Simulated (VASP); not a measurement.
Input of a VASP 6.6.1 run:

The input INCAR:

```
ALGO = Normal
EDIFF = 1E-6
EDIFFG = -0.01
ENCUT = 600
GGA = PE
IBRION = 2
ISIF = 3
ISMEAR = 0
LASPH = T
LCHARG = F
LREAL = F
LWAVE = F
NELM = 100
NSW = 100
PREC = Accurate
SIGMA = 0.1
```

Contents of KPOINTS:

```
k-points
0
Gamma
  18 18 18
```

The input POSCAR:

```
Cd
1.0
    3.0086116292      0.0000000000      0.0000000000
    0.0000000000      3.0086116292      0.0000000000
    0.0000000000      0.0000000000      3.0086116292
Cd
1
Direct
    0.5000000000      0.5000000000      0.5000000000
```

Potentials or basis: VASP PAW PBE potentials, release 64 (Cd).

Launch:

```console
$ cat potpaw_PBE.64/Cd/POTCAR > POTCAR
$ mpirun -np 1 vasp_std > vasp.out
```

Q: Predict the band gap on the k mesh.

A: Zero (band 6 reaches 5.86 eV, above the bottom of band 7 at -0.59 eV).

Q: What does it give for the relaxed volume?

A: 27.01 Å³/atom.

Q: What does it give for the relaxed cell?

A: a = 3.000 Å, b = 3.000 Å, c = 3.000 Å, α = 90.00°, β = 90.00°, γ = 90.00°.

Q: Estimate the space group after relaxing (to 0.05 Å).

A: Pm-3m (No. 221).

The path:
```tsv
step	energy change (eV)	largest force (eV/Å)	pressure (GPa)	volume (Å³)
1	0.0000	0.0000	-0.24	27.23
2	-0.0002	0.0000	-0.07	27.07
3	-0.0002	0.0000	0.00	27.01
```
